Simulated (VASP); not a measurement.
# K (Im-3m) in VASP: density of states with PBE

Aim: the density of states of K with PBE.

Program: VASP 6.6.1. These are calculated values, not measurements. Logs are shortened: lines on timing, memory, paths and dates and some standing lists are left out, and cuts for length are marked.

## (1) The cell of the first run

Symmetry: Im-3m, No. 229, cubic system. Conventional cell: a = 5.382 Å, b = 5.382 Å, c = 5.382 Å, α = 90.00°, β = 90.00°, γ = 90.00°.

## (2) Density of states, PBE

Input file POSCAR:

```
K
1.0
   -2.6912440000      2.6912440000      2.6912440000
    2.6912440000     -2.6912440000      2.6912440000
    2.6912440000      2.6912440000     -2.6912440000
K
1
Direct
    0.0000000000      0.0000000000      0.0000000000
```

Input file INCAR.step1:

```
PREC = Accurate ; ENCUT = 520
EDIFF = 1E-7 ; ISMEAR = -1
SIGMA = 0.1 ; LREAL = False
LASPH = True ; NELM = 80
ALGO = Normal ; ISIF = 2
LWAVE = False ; LCHARG = True
GGA = PE ; NBANDS = 10
```

Input file KPOINTS.step1:

```
Automatic mesh
0
Gamma
  9 9 9
```

Input file INCAR.step2:

```
PREC = Accurate ; ENCUT = 520
EDIFF = 1E-7 ; ISMEAR = -5
SIGMA = 0.1 ; LREAL = False
LASPH = True ; NELM = 80
ALGO = Normal ; ISIF = 2
LWAVE = False ; LCHARG = False
GGA = PE ; LORBIT = 11
NEDOS = 1001 ; ICHARG = 11
```

Input file KPOINTS.step2:

```
Automatic mesh
0
Gamma
  14 14 14
```

Potentials or basis: VASP PAW PBE potentials, release 64 (K_sv).

Command:

```bash
cat potpaw_PBE.64/K_sv/POTCAR > POTCAR
cp INCAR.step1 INCAR
cp KPOINTS.step1 KPOINTS
mpirun -np 1 vasp_std > vasp.out
cp INCAR.step2 INCAR
cp KPOINTS.step2 KPOINTS
mpirun -np 1 vasp_std > vasp.out
```

OUTCAR:

```text
PREC = Accurate
   ENCUT = 520
   EDIFF = 1E-7
   ISMEAR = -5
   LREAL = False
   LASPH = True
   NELM = 80
   ISIF = 2
   GGA = PE
   LORBIT = 11
   ICHARG = 11

 ion  position               nearest neighbor table
   1  0.000  0.000  0.000-

  LATTYP: Found a body centered cubic cell.
 ALAT       =     5.3824880000

  Lattice vectors:

 A1 = (  -2.6912440000,   2.6912440000,   2.6912440000)
 A2 = (   2.6912440000,  -2.6912440000,   2.6912440000)
 A3 = (   2.6912440000,   2.6912440000,  -2.6912440000)

Analysis of symmetry for initial positions (statically):
=====================================================================
 Subroutine PRICEL returns:
 Original cell was already a primitive cell.

 Routine SETGRP: Setting up the symmetry group for a
 body centered cubic supercell.

 Subroutine GETGRP returns: Found 48 space group operations
 (whereof 48 operations were pure point group operations)
 out of a pool of 48 trial point group operations.

The static configuration has the point symmetry O_h .

Analysis of symmetry for dynamics (positions and initial velocities):
=====================================================================
 Subroutine PRICEL returns:
 Original cell was already a primitive cell.

 Routine SETGRP: Setting up the symmetry group for a
 body centered cubic supercell.

 Subroutine GETGRP returns: Found 48 space group operations
 (whereof 48 operations were pure point group operations)
 out of a pool of 48 trial point group operations.

The dynamic configuration has the point symmetry O_h .

 Subroutine INISYM returns: Found 48 space group operations
 (whereof 48 operations are pure point group operations),
 and found     1 'primitive' translations

----------------------------------------------------------------------------------------

                                     Primitive cell

  volume of cell :      77.9685

  direct lattice vectors                    reciprocal lattice vectors
    -2.691244000  2.691244000  2.691244000     0.000000000  0.185787688  0.185787688
     2.691244000 -2.691244000  2.691244000     0.185787688  0.000000000  0.185787688
     2.691244000  2.691244000 -2.691244000     0.185787688  0.185787688  0.000000000

  length of vectors
     4.661371344  4.661371344  4.661371344     0.262743468  0.262743468  0.262743468
[... 78 lines left out ...]
   LASPH  =      T    aspherical Exc in radial PAW
   ENCUT  =  520.0 eV  38.22 Ry    6.18 a.u.   8.67  8.67  8.67*2*pi/ulx,y,z
   NELM   =     80;   NELMIN=  2; NELMDL=  0     # of ELM steps
   EDIFF  = 0.1E-06   stopping-criterion for ELM
   LREAL  =      F    real-space projection
   EDIFFG = 0.1E-05   stopping-criterion for IOM
   NSW    =      0    number of steps for IOM
   IBRION =     -1    ionic relax: 0-MD 1-quasi-New 2-CG
   NFREE  =      0    steps in history (QN), initial steepest desc. (CG)
   ISIF   =      2    stress and relaxation
   ISYM   =      2    0-nonsym 1-usesym 2-fastsym
   POTIM  = 0.5000    time-step for ionic-motion
   TEBEG  =    0.0;   TEEND  =   0.0 temperature during run
   PSTRESS=    0.0 pullay stress
   NELECT =       9.0000    total number of electrons
   NUPDOWN=      -1.0000    fix difference up-down
   EMIN   =  10.00;   EMAX   =-10.00  energy-range for DOS
   EFERMI =   0.00;   METHOD = LEGACY
   ISMEAR =    -5;   SIGMA  =   0.10  broadening in eV -4-tet -1-fermi 0-gaus
   EFERMI_NEDOS =   21; number of points for ismear=-14 and -15
   IALGO  =     38    algorithm
   IMIX   =      4    mixing-type and parameters
     AMIX     =   0.40;   BMIX     =  1.00
     AMIX_MAG =   1.60;   BMIX_MAG =  1.00
  volume/ion in A,a.u.               =      77.97       526.16
  Fermi-wavevector in a.u.,A,eV,Ry     =   0.797106  1.506311  8.644836  0.635378
  Thomas-Fermi vector in A             =   1.903759
   LORBIT       =     11    0 simple, 1 ext, 2 COOP (PROOUT), +10 PAW based schemes
   GGA     = PE    functional components
   LHFCALC =     F    Hartree Fock is set to
   AEXX    =    0.0000 exact exchange contribution
   IVDW    =     0    specifies the selected vdW correction
   LEPSILON=     F    determine dielectric tensor
   LRPA    =     F    only Hartree local field effects (RPA)
 non-spin polarized calculation
 Fermi weights with tetrahedron method with Bloechl corrections
  energy-cutoff  :      520.00
  volume of cell :       77.97
 maximum number of plane-waves:      2127

 number of electron       8.9999999 magnetization

 Free energy of the ion-electron system (eV)
  ---------------------------------------------------
  ext. energy  EPLUGINS =         0.00000000
  ---------------------------------------------------
  free energy    TOTEN  =        -1.04480114 eV

  energy without entropy =       -1.04480114  energy(sigma->0) =       -1.04480114

 E-fermi :  -0.2151     XC(G=0):  -5.5128

 val. band max:       -0.2638448348   @ k =   0.2857   0.2143  -0.0000
 cond. band min:      -0.2205947998   @ k =   0.3571   0.0714   0.0714
 fundamental gap:      0.0432500351
 Fermi energy:        -0.2151480535

 k-point     1 :       0.0000    0.0000    0.0000
  band No.  band energies     occupation
      1     -32.4125      2.00000
      2     -15.8657      2.00000
      3     -15.8657      2.00000
      4     -15.8657      2.00000
      5      -2.3182      2.00000
      6       3.9914      0.00000
      7       3.9914      0.00000
      8       3.9914      0.00000
[... 243 lines left out ...]
 k-point    24 :       0.3571    0.2857    0.0000
  band No.  band energies     occupation
      1     -32.4091      2.00000
      2     -15.9073      2.00000
      3     -15.8990      2.00000
      4     -15.8724      2.00000
      5       0.7972     -0.00027
      6       0.8781      0.00000
      7       1.5327      0.00000
      8       4.1221      0.00000

 [... further k-points ...]
[... 5 lines left out ...]
  --------------------------------------------------------------------------------------
  -------------------------------------------------------------------------------------
  Total       -0.0960094     -0.0960094     -0.0960094     -0.0000000     -0.0000000     -0.0000000
  in kB       -1.9728992     -1.9728992     -1.9728992     -0.0000000     -0.0000000     -0.0000000
  external PRESSURE =      -1.9728992 kB  Pullay stress =       0.0000000 kB

 VOLUME and BASIS-vectors are now :
 -----------------------------------------------------------------------------
  energy-cutoff  :      520.00
  volume of cell :       77.97
      direct lattice vectors                 reciprocal lattice vectors
    -2.691244000  2.691244000  2.691244000     0.000000000  0.185787688  0.185787688
     2.691244000 -2.691244000  2.691244000     0.185787688  0.000000000  0.185787688
     2.691244000  2.691244000 -2.691244000     0.185787688  0.185787688  0.000000000

 POSITION                                       TOTAL-FORCE (eV/Angst)
 -----------------------------------------------------------------------------------
      0.00000      0.00000      0.00000         0.000000      0.000000     -0.000000
 -----------------------------------------------------------------------------------
    total drift:                               -0.000000      0.000000     -0.000000

  FREE ENERGIE OF THE ION-ELECTRON SYSTEM (eV)
  ---------------------------------------------------
  free  energy   TOTEN  =        -1.0448011385 eV

  energy  without entropy=       -1.0448011385  energy(sigma->0) =       -1.04480114

 total charge

# of ion       s       p       d       tot
------------------------------------------
    1        1.979   5.554   0.004   7.538
```

OUTCAR.step1:

```text
PREC = Accurate
   ENCUT = 520
   EDIFF = 1E-7
   ISMEAR = -1
   LREAL = False
[... 527 lines left out ...]

 POSITION                                       TOTAL-FORCE (eV/Angst)
 -----------------------------------------------------------------------------------
      0.00000      0.00000      0.00000         0.000000      0.000000     -0.000000
 -----------------------------------------------------------------------------------
    total drift:                               -0.000000      0.000000      0.000000

  FREE ENERGIE OF THE ION-ELECTRON SYSTEM (eV)
  ---------------------------------------------------
  free  energy   TOTEN  =        -1.0593437164 eV

  energy  without entropy=       -1.0351590784  energy(sigma->0) =       -1.04725140
```

Wall time 22 s (1 thread of Intel Xeon 6975P-C (Granite Rapids), shared host); peak memory 0.23 GiB.

Results:

| Property | Result |
| --- | --- |
| Valence electrons inside the program's atomic spheres | K 7.54 |

Levels at points of the mesh, in eV from the Fermi level:
| k point | band 3 | band 4 | band 5 | band 6 | band 7 | band 8 |
| --- | --- | --- | --- | --- | --- | --- |
| (0.00, 0.00, 0.00) | -15.65 | -15.65 | -2.10 | 4.21 | 4.21 | 4.21 |
| (0.50, 0.00, 0.00) | -15.67 | -15.65 | 0.42 | 0.63 | 3.11 | 4.71 |
| (0.50, 0.50, 0.50) | -15.69 | -15.69 | 1.67 | 1.67 | 3.30 | 3.30 |

Caveat: tetrahedron occupations give inexact forces and stress in metals.
